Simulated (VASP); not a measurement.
# Ga (P6/mmm) in VASP: a series of runs

Ga is run at these levels: PBE; tasks: relaxation of shape and atoms at fixed volume.

Program: VASP 6.6.1. These are calculated values, not measurements. Logs are shortened: lines on timing, memory, paths and dates and some standing lists are left out, and cuts for length are marked.

## 1. The cell of the first run

The structure is hexagonal, space group P6/mmm (No. 191). Conventional cell: a = 2.107 Å, b = 2.107 Å, c = 2.017 Å, α = 90.00°, β = 90.00°, γ = 120.00°. Within 2.7 Å of Ga (site symmetry 6/mmm) lie 8 Ga at 2.02 to 2.11 Å.

This isn't the form of Ga at room conditions, which is orthorhombic.

## 2. Relaxation of shape and atoms at fixed volume, PBE

File INCAR:

```
PREC     = Accurate       # precision mode
ENCUT    = 600            # plane-wave cutoff, eV
EDIFF    = 1E-7           # SCF threshold, eV
ISMEAR   = -1             # smearing method
SIGMA    = 0.05           # smearing width, eV
LREAL    = False          # projectors in reciprocal space
LASPH    = True           # aspherical terms in the spheres
NELM     = 80             # most SCF steps
ALGO     = Normal         # electronic algorithm
ISIF     = 4              # what is computed and relaxed
LWAVE    = False          # write WAVECAR
LCHARG   = False          # write CHGCAR
GGA      = PE             # functional
IBRION   = 2              # ionic algorithm
NSW      = 50             # ionic steps
EDIFFG   = -0.005         # ionic threshold
```

File KPOINTS:

```
regular mesh
0
Gamma
  17 17 15
```

File POSCAR:

```
Ga
1.0
    2.1066506757      0.0000000000      0.0000000000
   -1.0533253378      1.8244130020      0.0000000000
    0.0000000000      0.0000000000      2.0167648910
Ga
1
Direct
    0.0000000000      0.0000000000      0.0000000000
```

Potentials or basis: VASP PAW PBE potentials, release 64 (Ga_d).

Command:

```console
> cat potpaw_PBE.64/Ga_d/POTCAR > POTCAR
> mpirun -np 1 vasp_std > vasp.out
```

OUTCAR:

```text
PREC = Accurate
   ENCUT = 600
   EDIFF = 1E-7
   ISMEAR = -1
   LREAL = False
   LASPH = True
   NELM = 80
   ISIF = 4
   GGA = PE
   IBRION = 2
   NSW = 50
   EDIFFG = -0.005

 ion  position               nearest neighbor table
   1  0.000  0.000  0.000-

  LATTYP: Found a hexagonal cell.
 ALAT       =     2.1066506757
 C/A-ratio  =     0.9573323733

  Lattice vectors:

 A1 = (   2.1066506757,   0.0000000000,   0.0000000000)
 A2 = (  -1.0533253378,   1.8244130020,   0.0000000000)
 A3 = (   0.0000000000,   0.0000000000,   2.0167648910)

Analysis of symmetry for initial positions (statically):
=====================================================================
 Subroutine PRICEL returns:
 Original cell was already a primitive cell.

 Routine SETGRP: Setting up the symmetry group for a
 hexagonal supercell.

 Subroutine GETGRP returns: Found 24 space group operations
 (whereof 24 operations were pure point group operations)
 out of a pool of 24 trial point group operations.

The static configuration has the point symmetry D_6h.

Analysis of symmetry for dynamics (positions and initial velocities):
=====================================================================
 Subroutine PRICEL returns:
 Original cell was already a primitive cell.

 Routine SETGRP: Setting up the symmetry group for a
 hexagonal supercell.

 Subroutine GETGRP returns: Found 24 space group operations
 (whereof 24 operations were pure point group operations)
 out of a pool of 24 trial point group operations.

The dynamic configuration has the point symmetry D_6h.

 Subroutine INISYM returns: Found 24 space group operations
 (whereof 24 operations are pure point group operations),
 and found     1 'primitive' translations

----------------------------------------------------------------------------------------

                                     Primitive cell

  volume of cell :       7.7512

  direct lattice vectors                    reciprocal lattice vectors
     2.106650676  0.000000000  0.000000000     0.474687147  0.274060752  0.000000000
    -1.053325338  1.824413002  0.000000000     0.000000000  0.548121505  0.000000000
     0.000000000  0.000000000  2.016764891     0.000000000  0.000000000  0.495843618

  length of vectors
     2.106650676  2.106650676  2.016764891     0.548121505  0.548121505  0.495843618

  position of ions in fractional coordinates (direct lattice)
     0.000000000  0.000000000  0.000000000

  ion indices of the primitive-cell ions
   primitive index   ion index
                 1           1

----------------------------------------------------------------------------------------

 KPOINTS: regular mesh

Automatic generation of k-mesh.
 Grid dimensions read from file:
 generate k-points for:   17   17   15

 Generating k-lattice:

  Cartesian coordinates                     Fractional coordinates (reciprocal lattice)
     0.027922773  0.016121221  0.000000000     0.058823529 -0.000000000  0.000000000
     0.000000000  0.032242441  0.000000000     0.000000000  0.058823529  0.000000000
     0.000000000  0.000000000  0.033056241     0.000000000  0.000000000  0.066666667

  Length of vectors
     0.032242441  0.032242441  0.033056241

  Shift w.r.t. Gamma in fractional coordinates (k-lattice)
     0.000000000  0.000000000  0.000000000

 Subroutine IBZKPT returns following result:
 ===========================================

 Found    264 irreducible k-points:

 Following reciprocal coordinates:
            Coordinates               Weight
  0.000000  0.000000  0.000000      1.000000
  0.058824  0.000000  0.000000      6.000000
  0.117647  0.000000  0.000000      6.000000
  0.176471  0.000000  0.000000      6.000000
  0.235294  0.000000  0.000000      6.000000
  0.294118  0.000000  0.000000      6.000000
[... 16 lines left out ...]
  0.411765  0.117647  0.000000     12.000000
  0.176471  0.176471  0.000000      6.000000
 [... further k-points ...]
   k-points           NKPTS =    264   k-points in BZ     NKDIM =    264   number of bands    NBANDS=     10
   number of dos      NEDOS =    301   number of ions     NIONS =      1
   total plane-waves  NPLWV =   5184
   dimension x,y,z NGX =    18 NGY =   18 NGZ =   16
   dimension x,y,z NGXF=    36 NGYF=   36 NGZF=   32
   ions per type =               1
   NGX,Y,Z   is equivalent  to a cutoff of  14.20, 14.20, 13.19 a.u.
   NGXF,Y,Z  is equivalent  to a cutoff of  28.41, 28.41, 26.38 a.u.
 SYSTEM =  unknown system
   PREC   = accura    normal or accurate (medium, high low for compatibility)
   ISTART =      0    job   : 0-new  1-cont  2-samecut
   ICHARG =      2    charge: 1-file 2-atom 10-const
   ISPIN  =      1    spin polarized calculation?
   LNONCOLLINEAR =      F non collinear calculations
   LSORBIT =      F    spin-orbit coupling
   LASPH  =      T    aspherical Exc in radial PAW
   ENCUT  =  600.0 eV  44.10 Ry    6.64 a.u.   4.21  4.21  4.03*2*pi/ulx,y,z
   NELM   =     80;   NELMIN=  2; NELMDL= -5     # of ELM steps
   EDIFF  = 0.1E-06   stopping-criterion for ELM
   LREAL  =      F    real-space projection
   EDIFFG = -.5E-02   stopping-criterion for IOM
   NSW    =     50    number of steps for IOM
   IBRION =      2    ionic relax: 0-MD 1-quasi-New 2-CG
   NFREE  =      1    steps in history (QN), initial steepest desc. (CG)
   ISIF   =      4    stress and relaxation
   ISYM   =      2    0-nonsym 1-usesym 2-fastsym
   POTIM  = 0.5000    time-step for ionic-motion
   TEBEG  =    0.0;   TEEND  =   0.0 temperature during run
   PSTRESS=    0.0 pullay stress
   NELECT =      13.0000    total number of electrons
   NUPDOWN=      -1.0000    fix difference up-down
   EMIN   =  10.00;   EMAX   =-10.00  energy-range for DOS
   EFERMI =   0.00;   METHOD = LEGACY
   ISMEAR =    -1;   SIGMA  =   0.05  broadening in eV -4-tet -1-fermi 0-gaus
   EFERMI_NEDOS =   21; number of points for ismear=-14 and -15
   IALGO  =     38    algorithm
   IMIX   =      4    mixing-type and parameters
     AMIX     =   0.40;   BMIX     =  1.00
     AMIX_MAG =   1.60;   BMIX_MAG =  1.00
  volume/ion in A,a.u.               =       7.75        52.31
  Fermi-wavevector in a.u.,A,eV,Ry     =   1.945057  3.675624 51.474188  3.783246
  Thomas-Fermi vector in A             =   2.973857
   LORBIT       =      0    0 simple, 1 ext, 2 COOP (PROOUT), +10 PAW based schemes
   GGA     = PE    functional components
   LHFCALC =     F    Hartree Fock is set to
   AEXX    =    0.0000 exact exchange contribution
   IVDW    =     0    specifies the selected vdW correction
   LEPSILON=     F    determine dielectric tensor
   LRPA    =     F    only Hartree local field effects (RPA)
 conjugate gradient relaxation of ions
 non-spin polarized calculation
  energy-cutoff  :      600.00
  volume of cell :        7.75
 maximum number of plane-waves:       272
 NGX is ok and might be reduce to    18
   NGX =  9   NGY =  9   NGZ =  9

--------------------------------------- Ionic step        1  -------------------------------------------

 number of electron      13.0000011 magnetization

 Free energy of the ion-electron system (eV)
  ---------------------------------------------------
  ext. energy  EPLUGINS =         0.00000000
  ---------------------------------------------------
  free energy    TOTEN  =         3.50472887 eV

  energy without entropy =        3.50699738  energy(sigma->0) =        3.50586313

------------------------ aborting loop because EDIFF is reached ----------------------------------------

  FORCE on cell =-STRESS in cart. coord.  units (eV):
  Direction    XX          YY          ZZ          XY          YZ          ZX
  --------------------------------------------------------------------------------------
  -------------------------------------------------------------------------------------
  Total       19.8381595     19.8381595     21.1442431      0.0000000      0.0000000     -0.0000000
  in kB     4100.5395326   4100.5395323   4370.5064763      0.0000001      0.0000000     -0.0000000
  external PRESSURE =    4190.5285137 kB  Pullay stress =       0.0000000 kB
[... 86 lines left out ...]
  FREE ENERGIE OF THE ION-ELECTRON SYSTEM (eV)
  ---------------------------------------------------
  free  energy   TOTEN  =         3.4999353718 eV

  energy  without entropy=        3.5020788511  energy(sigma->0) =        3.50100711

[... ionic steps 4 to 13 ...]

--------------------------------------- Ionic step       14  -------------------------------------------

 number of electron      13.0000011 magnetization

------------------------ aborting loop because EDIFF is reached ----------------------------------------

  FORCE on cell =-STRESS in cart. coord.  units (eV):
  Direction    XX          YY          ZZ          XY          YZ          ZX
  --------------------------------------------------------------------------------------
  -------------------------------------------------------------------------------------
  Total       20.2552414     20.2552414     20.2635840      0.0000000      0.0000000      0.0000000
  in kB     4186.7501872   4186.7501845   4188.4745970      0.0000012      0.0000000      0.0000000
  external PRESSURE =    4187.3249896 kB  Pullay stress =       0.0000000 kB
[... 55 lines left out ...]
  energy  without entropy=        3.5020801609  energy(sigma->0) =        3.50100557

--------------------------------------- Ionic step       16  -------------------------------------------

 number of electron      13.0000011 magnetization

 Free energy of the ion-electron system (eV)
  ---------------------------------------------------
  ext. energy  EPLUGINS =         0.00000000
  ---------------------------------------------------
  free energy    TOTEN  =         3.49993090 eV

  energy without entropy =        3.50207919  energy(sigma->0) =        3.50100504

 E-fermi :  18.3637     XC(G=0): -16.3373

 val. band max:       18.2871296292   @ k =   0.3529   0.1176   0.2667
 cond. band min:      18.3899246184   @ k =   0.2941   0.2941   0.4667
 fundamental gap:      0.1027949892
 Fermi energy:        18.3636520095

 k-point     1 :       0.0000    0.0000    0.0000
  band No.  band energies     occupation
      1      -2.5935      2.00000
      2      -1.2859      2.00000
      3       0.3260      2.00000
      4       0.3260      2.00000
      5       2.0676      2.00000
      6       2.0676      2.00000
      7      33.0011      0.00000
      8      38.9226      0.00000
      9      39.5072      0.00000
     10      42.9278      0.00000
[... 287 lines left out ...]
 k-point    24 :       0.1765    0.1765    0.0000
  band No.  band energies     occupation
      1      -0.7569      2.00000
      2      -0.3213      2.00000
      3       0.3122      2.00000
      4       1.3998      2.00000
      5       1.8540      2.00000
      6       3.2419      2.00000
      7      25.0320      0.00000
      8      26.0167      0.00000
      9      38.5752      0.00000
     10      41.0380      0.00000

 [... further k-points ...]

------------------------ aborting loop because EDIFF is reached ----------------------------------------

  FORCE on cell =-STRESS in cart. coord.  units (eV):
  Direction    XX          YY          ZZ          XY          YZ          ZX
  --------------------------------------------------------------------------------------
  -------------------------------------------------------------------------------------
  Total       20.2555564     20.2555564     20.2627830      0.0000000      0.0000000      0.0000000
  in kB     4186.8153012   4186.8152980   4188.3090188      0.0000014      0.0000000      0.0000000
  external PRESSURE =    4187.3132060 kB  Pullay stress =       0.0000000 kB
[... 16 lines left out ...]
  FREE ENERGIE OF THE ION-ELECTRON SYSTEM (eV)
  ---------------------------------------------------
  free  energy   TOTEN  =         3.4999308972 eV

  energy  without entropy=        3.5020791861  energy(sigma->0) =        3.50100504

 reached required accuracy - stopping structural energy minimisation
```

It took 2.2 min on 1 thread of Intel Xeon 8259CL, shared host; peak memory 0.15 GiB.

Results:

* Free energy: 3.4999 eV
* Energy gained by relaxing: 4.8 meV/atom
* Ionic steps: 16
* Pressure after relaxing: 418.7 GPa
* Band gap on the k mesh: zero (an odd number of electrons rules out a gap without spin polarisation)

The path:
```csv
step,energy change (eV),largest force (eV/Å),pressure (GPa),volume (Å³)
1,0.0000,0.0000,419.05,7.75
2,0.0891,0.0000,422.43,7.75
3,-0.0048,0.0000,418.75,7.75
4,-0.0048,0.0000,418.70,7.75
5,-0.0048,0.0000,418.73,7.75
6,-0.0048,0.0000,418.73,7.75
7,-0.0048,0.0000,418.73,7.75
8,-0.0048,0.0000,418.73,7.75
9,-0.0048,0.0000,418.73,7.75
10,-0.0048,0.0000,418.73,7.75
11,-0.0048,0.0000,418.73,7.75
12,-0.0048,0.0000,418.73,7.75
13,-0.0048,0.0000,418.73,7.75
14,-0.0048,0.0000,418.73,7.75
15,-0.0048,0.0000,418.73,7.75
16,-0.0048,0.0000,418.73,7.75
```

Final structure:
```yaml
crystal:
  lattice:
    - [2.09892, 0.00000, 0.00000]
    - [-1.04946, 1.81772, 0.00000]
    - [0.00000, 0.00000, 2.03164]
  atoms:
    - { symbol: Ga, position: [0.00000, 0.00000, 0.00000] }
```

Levels at points of the mesh, in eV from the Fermi level:
| k point | band 4 | band 5 | band 6 | band 7 | band 8 | band 9 |
| --- | --- | --- | --- | --- | --- | --- |
| (0.00, 0.00, 0.00) | -18.04 | -16.30 | -16.30 | 14.64 | 20.56 | 21.14 |

(Continued in part 2 of 2.)
